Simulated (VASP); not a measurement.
# GeMo3Pt: single point with PBE

GeMo3Pt:

```xyz
10
Lattice="0.0000 0.0000 4.9182 6.3011 0.0000 0.0000 -3.1506 5.4570 0.0000" Properties=species:S:1:pos:R:3 pbc="T T T"
Ge    0.0000    0.0000    0.0000
Ge    6.3011    0.0000    2.4591
Mo    0.0000    2.2197    1.2295
Mo    4.3788    1.1098    3.6886
Mo    1.2283    4.3471    1.2295
Mo    3.1506    3.2373    3.6886
Mo   -1.2283    4.3471    1.2295
Mo    1.9223    1.1098    3.6886
Pt    0.0000    3.6380    3.6886
Pt    3.1506    1.8190    1.2295
```

| Item | Value |
| --- | --- |
| Program | VASP 6.6.1 |
| Task | single point |
| Functional | PBE |
| Potentials or basis | VASP PAW PBE potentials, release 64 (Ge_d, Mo_sv, Pt) |
| Cutoff | 520 eV |
| k mesh | 4 × 6 × 6 |
| Occupations | gaussian, width 0.2 eV |
| Spin | no spin polarisation |

The pressure is 0.4 GPa and the largest force is 0.005 eV/Å. The band gap on the k mesh is zero (band 66 reaches 10.62 eV, above the bottom of band 67 at 9.32 eV).

Forces on the atoms (eV/Å):
```
Ge   0.000  0.000  0.000
Ge   0.000  0.000  0.000
Mo   0.000  0.005  0.000
Mo  -0.004  0.002  0.000
Mo  -0.004 -0.002  0.000
Mo   0.000 -0.005  0.000
Mo   0.004 -0.002  0.000
Mo   0.004  0.002  0.000
Pt   0.000  0.000  0.000
Pt   0.000  0.000  0.000
```

Stress tensor (GPa, compression positive):
```
 1.06  0.00  0.00
 0.00  1.06  0.00
 0.00  0.00 -0.86
```

Levels at points of the mesh, in eV from the Fermi level:
| k point | band 62 | band 63 | band 64 | band 65 | band 66 | band 67 | band 68 | band 69 | band 70 | band 71 |
| --- | --- | --- | --- | --- | --- | --- | --- | --- | --- | --- |
| (0.00, 0.00, 0.00) | -0.62 | -0.55 | -0.55 | -0.02 | 0.01 | 0.50 | 0.50 | 0.76 | 1.43 | 1.43 |
| (0.50, 0.00, 0.00) | -0.45 | -0.45 | -0.45 | 0.58 | 0.58 | 0.83 | 0.83 | 1.39 | 1.39 | 1.40 |
| (0.00, 0.50, 0.00) | -1.06 | -1.06 | -0.98 | -0.88 | -0.87 | -0.45 | 0.51 | 0.99 | 1.03 | 1.18 |
| (0.50, 0.50, 0.00) | -1.23 | -1.03 | -1.03 | -0.15 | -0.15 | 0.29 | 0.29 | 0.61 | 0.61 | 1.26 |

Run time: 6.6 min on 1 thread of Intel(R) Xeon(R) 6975P-C (Granite Rapids), with other jobs on the host, peak memory 0.43 GiB.

Caveat: spin-orbit coupling is left out, which moves the levels of the heavy elements.
